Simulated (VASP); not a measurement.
Input of a VASP 6.6.1 run:

File INCAR:

```
PREC = Accurate
ENCUT = 520
EDIFF = 1E-8
ISMEAR = 0
SIGMA = 0.01
LREAL = F
LASPH = T
NELM = 80
ALGO = Normal
ISIF = 2
LWAVE = F
LCHARG = F
GGA = PE
IBRION = 8
NSW = 1
LEPSILON = T
```

The input KPOINTS:

```
regular mesh
0
Gamma
  10 10 10
```

POSCAR

```
SiC
1.0
    0.0000000000      2.1898629703      2.1898629703
    2.1898629703      0.0000000000      2.1898629703
    2.1898629703      2.1898629703      0.0000000000
Si C
1 1
Direct
    0.2500000000      0.2500000000      0.2500000000
    0.0000000000      0.0000000000      0.0000000000
```

Potentials or basis: VASP PAW PBE potentials, release 64 (Si, C).

The run is started by

```bash
$ cat potpaw_PBE.64/Si/POTCAR potpaw_PBE.64/C/POTCAR > POTCAR
$ mpirun -np 1 vasp_std > vasp.out
```

Task: Predict the electronic dielectric tensor (diagonal).

Result: 7.04.

Task: Estimate the Born charges (mean of the diagonal).

Result: Si +2.69; C -2.69 e.

Task: Estimate the highest phonon frequency at Γ, LO-TO splitting left out.

Result: 775 cm⁻¹.

Phonon frequencies in cm⁻¹ (negative: imaginary):
| q point | frequencies |
| --- | --- |
| (0.000, 0.000, 0.000) | 0 0 0 775 775 775 |
